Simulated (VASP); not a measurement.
Here is a VASP 6.6.1 calculation.

Contents of INCAR:

```
PREC = Accurate
ENCUT = 520
EDIFF = 1E-7
ISMEAR = 0
SIGMA = 0.1
LREAL = False
LASPH = True
NELM = 60
ALGO = Normal
ISIF = 2
LWAVE = False
LCHARG = False
GGA = PE
NBANDS = 14
```

Contents of KPOINTS:

```
Automatic mesh
0
Gamma
  6 6 6
```

File POSCAR:

```
MgSe2
1.0
   -2.4845059900      2.4845059900      3.6853837900
    2.4845059900     -2.4845059900      3.6853837900
    2.4845059900      2.4845059900     -3.6853837900
Mg Se
1 2
Direct
    0.0000000000      0.0000000000      0.0000000000
    0.3299287900      0.3299287900      0.0000000000
    0.6700712100      0.6700712100      0.0000000000
```

Potentials or basis: VASP PAW PBE potentials, release 64 (Mg, Se).

Launch:

```console
$ cat potpaw_PBE.64/Mg/POTCAR potpaw_PBE.64/Se/POTCAR > POTCAR
$ mpirun -np 1 vasp_std > vasp.out
```

(1) Predict the pressure.

(2) What does it give for the largest force?

Answers

(1) 0.5 GPa.

(2) 0.317 eV/Å.
